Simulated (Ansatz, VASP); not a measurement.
**Two plane-wave programs on CO2**

```
C O
1.0
     4.22721    0.00000    0.00000
     0.00000    4.22721    0.00000
     0.00000    0.00000    4.68777
C O
2 4
Direct
  0.50000 0.50000 0.50000
  0.00000 0.00000 0.00000
  0.30483 0.69517 0.50000
  0.69517 0.30483 0.50000
  0.19517 0.19517 0.00000
  0.80483 0.80483 0.00000
```

Alike in both runs: task single point; functional PBE; k mesh 8 × 8 × 8; occupations gaussian, width 0.05 eV; no spin polarisation.

|  | VASP | Ansatz |
| --- | --- | --- |
| version | VASP 6.6.1 | Ansatz 0.2.0 |
| potentials or method | VASP PAW PBE potentials, release 64 (C, O), cutoff 520 eV | scalar-relativistic, plane waves, PAW |
| valence electrons in the cell | 32 | 32 |

```tsv
	VASP	Ansatz	Ansatz less VASP
gap on the k mesh at the Fermi level (eV)	6.57	6.59	+0.022
pressure (GPa)	4.1	2.5	-1.60
traceless stress, the component that is largest in VASP (GPa)	-2.36	-0.44	+1.912
rms of the force components (eV/Å)	0.368	0.065	-0.3028
```

Atom by atom the forces differ by 0.303 eV/Å (rms over components). The functional is the same, so the differences come from potentials, cutoffs and numerics.

Noted on VASP's run: the standard files for N, O and F lose accuracy on very short bonds.
